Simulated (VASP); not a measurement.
# Ba (Cmcm) in VASP: a series of runs, part 2 of 2

VASP 6.6.1. The steps go on from the part before.

### Step 3. Electric field gradients, PBEsol (63.05 Å³/atom)

This run uses another cell than the first one, of 63.05 Å³/atom.

File INCAR:

```
SYSTEM = Ba
PREC     = Accurate       ! precision mode
ENCUT    = 520            ! plane-wave cutoff, eV
EDIFF    = 1E-8           ! SCF threshold, eV
ISMEAR   = -1             ! smearing method
SIGMA    = 0.03           ! smearing width, eV
LREAL    = .FALSE.        ! projectors in reciprocal space
LASPH    = .TRUE.         ! aspherical terms in the spheres
NELM     = 80             ! most SCF steps
ALGO     = Normal         ! electronic algorithm
ISIF     = 2              ! what is computed and relaxed
LWAVE    = .FALSE.        ! write WAVECAR
LCHARG   = .FALSE.        ! write CHGCAR
GGA      = PS             ! functional
LEFG     = .TRUE.       
NBANDS   = 17             ! bands
```

File KPOINTS:

```
Automatic mesh
0
G
  9 9 5
  0 0 0
```

File POSCAR:

```
Ba
1.0
    3.5554907066     -2.4914792166      0.0000000000
    3.5554907066      2.4914792166      0.0000000000
    0.0000000000      0.0000000000      7.1174134952
Ba
2
Direct
    0.7467739700      0.2532260300      0.2500000000
    0.2532260300      0.7467739700      0.7500000000
```

Potentials or basis: VASP PAW PBE potentials, release 64 (Ba_sv).

The run is started by

```console
$ cat potpaw_PBE.64/Ba_sv/POTCAR > POTCAR
$ mpirun -np 1 vasp_std > vasp.out
```

OUTCAR:

```text
SYSTEM = Ba
   PREC = Accurate
   ENCUT = 520
   EDIFF = 1E-8
   ISMEAR = -1
   LREAL = .FALSE.
   LASPH = .TRUE.
   NELM = 80
   ISIF = 2
   GGA = PS

 ion  position               nearest neighbor table
   1  0.747  0.253  0.250-   2 4.33   2 4.33   2 4.36   2 4.36
   2  0.253  0.747  0.750-   1 4.33   1 4.33   1 4.36   1 4.36

  LATTYP: Found a base centered orthorhombic cell.
 ALAT       =     4.9829584332
 B/A-ratio  =     1.4270601508
 C/A-ratio  =     1.4283509667

  Lattice vectors:

 A1 = (  -3.5554907066,  -2.4914792166,   0.0000000000)
 A2 = (   3.5554907066,  -2.4914792166,   0.0000000000)
 A3 = (   0.0000000000,   0.0000000000,   7.1174134952)

Analysis of symmetry for initial positions (statically):
=====================================================================
 Subroutine PRICEL returns:
 Original cell was already a primitive cell.

 Routine SETGRP: Setting up the symmetry group for a
 base centered orthorhombic supercell.

 Subroutine GETGRP returns: Found  8 space group operations
 (whereof  4 operations were pure point group operations)
 out of a pool of  8 trial point group operations.

The static configuration has the point symmetry C_2h.
 The point group associated with its full space group is D_2h.

Analysis of symmetry for dynamics (positions and initial velocities):
=====================================================================
 Subroutine PRICEL returns:
 Original cell was already a primitive cell.

 Routine SETGRP: Setting up the symmetry group for a
 base centered orthorhombic supercell.

 Subroutine GETGRP returns: Found  8 space group operations
 (whereof  4 operations were pure point group operations)
 out of a pool of  8 trial point group operations.

The dynamic configuration has the point symmetry C_2h.
 The point group associated with its full space group is D_2h.

 Subroutine INISYM returns: Found  8 space group operations
 (whereof  4 operations are pure point group operations),
 and found     1 'primitive' translations

----------------------------------------------------------------------------------------

                                     Primitive cell

  volume of cell :     126.0982

  direct lattice vectors                    reciprocal lattice vectors
     3.555490707 -2.491479217  0.000000000     0.140627565 -0.200683994  0.000000000
     3.555490707  2.491479217  0.000000000     0.140627565  0.200683994  0.000000000
     0.000000000  0.000000000  7.117413495     0.000000000  0.000000000  0.140500478

  length of vectors
     4.341541529  4.341541529  7.117413495     0.245051377  0.245051377  0.140500478

  position of ions in fractional coordinates (direct lattice)
     0.746773970  0.253226030  0.250000000
     0.253226030  0.746773970  0.750000000

  ion indices of the primitive-cell ions
   primitive index   ion index
                 1           1
                 2           2

----------------------------------------------------------------------------------------

 KPOINTS: Automatic mesh

Automatic generation of k-mesh.
[... 75 lines left out ...]
   TEBEG  =    0.0;   TEEND  =   0.0 temperature during run
   PSTRESS=    0.0 pullay stress
   NELECT =      20.0000    total number of electrons
   NUPDOWN=      -1.0000    fix difference up-down
   EMIN   =  10.00;   EMAX   =-10.00  energy-range for DOS
   EFERMI =   0.00;   METHOD = LEGACY
   ISMEAR =    -1;   SIGMA  =   0.03  broadening in eV -4-tet -1-fermi 0-gaus
   EFERMI_NEDOS =   21; number of points for ismear=-14 and -15
   IALGO  =     38    algorithm
   IMIX   =      4    mixing-type and parameters
     AMIX     =   0.40;   BMIX     =  1.00
     AMIX_MAG =   1.60;   BMIX_MAG =  1.00
  volume/ion in A,a.u.               =      63.05       425.48
  Fermi-wavevector in a.u.,A,eV,Ry     =   0.886166  1.674611 10.684525  0.785290
  Thomas-Fermi vector in A             =   2.007296
   LORBIT       =      0    0 simple, 1 ext, 2 COOP (PROOUT), +10 PAW based schemes
   GGA     = PS    functional components
   LHFCALC =     F    Hartree Fock is set to
   AEXX    =    0.0000 exact exchange contribution
   IVDW    =     0    specifies the selected vdW correction
   LEPSILON=     F    determine dielectric tensor
   LRPA    =     F    only Hartree local field effects (RPA)
 non-spin polarized calculation
  energy-cutoff  :      520.00
  volume of cell :      126.10
 maximum number of plane-waves:      3416
   NGX = 17   NGY = 17   NGZ = 27

 number of electron      20.0000000 magnetization

 Free energy of the ion-electron system (eV)
  ---------------------------------------------------
  ext. energy  EPLUGINS =         0.00000000
  ---------------------------------------------------
  free energy    TOTEN  =        -4.28322678 eV

  energy without entropy =       -4.27641801  energy(sigma->0) =       -4.27982240

 E-fermi :   1.5352     XC(G=0):  -7.5041

 val. band max:        1.5165919801   @ k =  -0.4444   0.3333   0.4000
 cond. band min:       1.5372328320   @ k =   0.4444   0.2222   0.0000
 fundamental gap:      0.0206408519
 Fermi energy:         1.5351619421

 k-point     1 :       0.0000    0.0000    0.0000
  band No.  band energies     occupation
      1     -27.3283      2.00000
      2     -27.2851      2.00000
      3     -12.7250      2.00000
      4     -12.4066      2.00000
      5     -12.2605      2.00000
      6     -12.2601      2.00000
[... 457 lines left out ...]
      4     -12.5896      2.00000
      5     -12.5750      2.00000
      6     -12.5719      2.00000
[... 9 lines left out ...]
     16       5.2827      0.00000
     17       5.4263      0.00000

 [... further k-points ...]

------------------------ aborting loop because EDIFF is reached ----------------------------------------

  FORCE on cell =-STRESS in cart. coord.  units (eV):
  Direction    XX          YY          ZZ          XY          YZ          ZX
  --------------------------------------------------------------------------------------
  -------------------------------------------------------------------------------------
  Total       -0.4611817     -0.4617247     -0.4821915      0.0000000      0.0000000      0.0000000
  in kB       -5.8596765     -5.8665760     -6.1266222      0.0000000      0.0000000      0.0000000
  external PRESSURE =      -5.9509582 kB  Pullay stress =       0.0000000 kB

 VOLUME and BASIS-vectors are now :
 -----------------------------------------------------------------------------
  energy-cutoff  :      520.00
  volume of cell :      126.10
      direct lattice vectors                 reciprocal lattice vectors
     3.555490707 -2.491479217  0.000000000     0.140627565 -0.200683994  0.000000000
     3.555490707  2.491479217  0.000000000     0.140627565  0.200683994  0.000000000
     0.000000000  0.000000000  7.117413495     0.000000000  0.000000000  0.140500478

 POSITION                                       TOTAL-FORCE (eV/Angst)
 -----------------------------------------------------------------------------------
      3.55549     -1.22966      1.77935         0.000000     -0.021200      0.000000
      3.55549      1.22966      5.33806         0.000000      0.021200     -0.000000
 -----------------------------------------------------------------------------------
    total drift:                                0.000000     -0.000000     -0.000000

  FREE ENERGIE OF THE ION-ELECTRON SYSTEM (eV)
  ---------------------------------------------------
  free  energy   TOTEN  =        -4.2832267833 eV

  energy  without entropy=       -4.2764180097  energy(sigma->0) =       -4.27982240

 Electric field gradients (V/A^2)
---------------------------------------------------------------------
 ion       V_xx      V_yy      V_zz      V_xy      V_xz      V_yz
---------------------------------------------------------------------
   1      -1.894     1.812     0.082     0.000     0.000    -0.000
   2      -1.894     1.812     0.082    -0.000     0.000    -0.000
---------------------------------------------------------------------

 Electric field gradients after diagonalization (V/A^2)
 (convention: |V_zz| > |V_xx| > |V_yy|)
----------------------------------------------------------------------
 ion       V_xx      V_yy      V_zz     asymmetry (V_yy - V_xx)/ V_zz
----------------------------------------------------------------------
   1       1.812     0.082    -1.894       0.914
   2       1.812     0.082    -1.894       0.914
----------------------------------------------------------------------

           NMR quadrupolar parameters

 Cq : quadrupolar parameter    Cq=e*Q*V_zz/h
 eta: asymmetry parameters     (V_yy - V_xx)/ V_zz
 Q  : nuclear electric quadrupole moment in mb (millibarn)
----------------------------------------------------------------------
 ion       Cq(MHz)       eta       Q (mb)
----------------------------------------------------------------------
   1      -0.005       0.914       1.000
   2      -0.005       0.914       1.000
----------------------------------------------------------------------
```

Wall time 72 s (1 thread of AMD EPYC 9R45 (Zen 5), shared host); peak memory 0.27 GiB.

Results:

| Quantity | Value |
| --- | --- |
| Free energy | -4.2832 eV |
| Pressure | -0.6 GPa |
| Largest force | 0.021 eV/Å |
| Band gap on the k mesh | zero (bands 10 and 11 overlap by 0.96 eV) |
| Largest electric field gradient by atom | Ba -1.9 V/Å² |

Forces on the atoms (eV/Å):
```
Ba   0.000 -0.021  0.000
Ba   0.000  0.021  0.000
```

Electric field gradients, principal values (V/Å²):
```tsv
atom	least	middle	greatest (by size)
1 Ba	0.082	1.812	-1.894
2 Ba	0.082	1.812	-1.894
```

Caveat: without QUAD_EFG the Cq values of the log hold for a quadrupole moment of 1 mb, not for the nuclei; the PAW data sets were made with another functional, which shifts forces and pressure a little; spin-orbit coupling is left out, which moves the levels of the heavy elements.
